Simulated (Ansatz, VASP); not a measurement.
**One calculation of ScFeC4N4, two programs**

File INCAR:

```
SYSTEM = ScFeC4N4
PREC = Accurate ; ENCUT = 520
EDIFF = 1E-6 ; ISMEAR = 0
SIGMA = 0.1 ; LREAL = .False.
LASPH = .True. ; NELM = 150
ALGO = Normal ; ISIF = 2
LWAVE = .False. ; LCHARG = .False.
ISPIN = 2 ; MAGMOM = 0 4 0 0 0 0 0 0 0 0
LORBIT = 11 ; LMAXMIX = 4
GGA = PE ; NBANDS = 42
```

The input KPOINTS:

```
regular mesh
0
Gamma
  4 4 4
  0 0 0
```

POSCAR

```
ScFeC4N4
1.0
    6.0298462100      0.0000000000      0.0000000000
    0.0000000000      6.0298462100      0.0000000000
    0.0000000000      0.0000000000      6.0298462100
Sc Fe C N
1 1 4 4
Direct
    0.0000000000      0.0000000000      0.0000000000
    0.5000000000      0.5000000000      0.5000000000
    0.1936039800      0.1936039800      0.1936039800
    0.1936039800      0.8063960200      0.8063960200
    0.8063960200      0.1936039800      0.8063960200
    0.8063960200      0.8063960200      0.1936039800
    0.3056300300      0.3056300300      0.3056300300
    0.3056300300      0.6943699700      0.6943699700
    0.6943699700      0.3056300300      0.6943699700
    0.6943699700      0.6943699700      0.3056300300
```

Input for Ansatz:

```yaml
crystal:
  lattice:
    - [6.02984621, 0.0, 0.0]
    - [0.0, 6.02984621, 0.0]
    - [0.0, 0.0, 6.02984621]
  atoms:
    - { symbol: Sc, position: [0.0, 0.0, 0.0] }
    - { symbol: Fe, position: [0.5, 0.5, 0.5], spin: 4.0 }
    - { symbol: C, position: [0.19360398, 0.19360398, 0.19360398] }
    - { symbol: C, position: [0.19360398, 0.80639602, 0.80639602] }
    - { symbol: C, position: [0.80639602, 0.19360398, 0.80639602] }
    - { symbol: C, position: [0.80639602, 0.80639602, 0.19360398] }
    - { symbol: "N", position: [0.30563003, 0.30563003, 0.30563003] }
    - { symbol: "N", position: [0.30563003, 0.69436997, 0.69436997] }
    - { symbol: "N", position: [0.69436997, 0.30563003, 0.69436997] }
    - { symbol: "N", position: [0.69436997, 0.69436997, 0.30563003] }
basis:
  ecutwfc: 420
kpoints:
  mp_grid: { grid: [4, 4, 4] }
hamiltonian:
  xc: pbe
scf:
  occupations: { method: gaussian, width: 0.1 }
  lower_state_search: "off"
output:
  forces: true
  stress: true
  eigenvalues: true
  populations: true
magnetization:
  spin_polarized: true
```

Alike in both runs: task single point; functional PBE; k mesh 4 × 4 × 4; occupations gaussian, width 0.1 eV; collinear spin.

|  | VASP | Ansatz |
| --- | --- | --- |
| version | VASP 6.6.1 | Ansatz 0.2.0 |
| potentials or method | VASP PAW PBE potentials, release 64 (Sc_sv, Fe, C, N), cutoff 520 eV | scalar-relativistic, plane waves, PAW |
| valence electrons in the cell | 55 | 63 |

Ansatz gave:

```
gap on the k mesh at the Fermi level (eV)                     : 0.19
least direct gap on the mesh (eV)                             : 0.21
pressure (GPa)                                                : 4.9
rms of the force components (eV/Å)                            : 1.091
net moment per atom (μB)                                      : 0.30
size of the moment on the site where the two differ most (μB) : 2.70
```

**Question.** Which values does VASP return?

**Answer.** gap on the k mesh at the Fermi level (eV): 0.20; least direct gap on the mesh (eV): 0.22; pressure (GPa): 5.4; rms of the force components (eV/Å): 1.052; net moment per atom (μB): 0.30; size of the moment on the site where the two differ most (μB): 2.96.

Site moments also hang on the region over which each program counts them. Atom by atom the forces differ by 0.170 eV/Å (rms over components). With one functional, cell and mesh, what is left measures potentials, basis and numerics. VASP's potentials hold 55 valence electrons a cell and Ansatz's 63, so a difference there can come from the potentials and not from the codes.

Noted on VASP's run: the standard files for N, O and F lose accuracy on very short bonds.
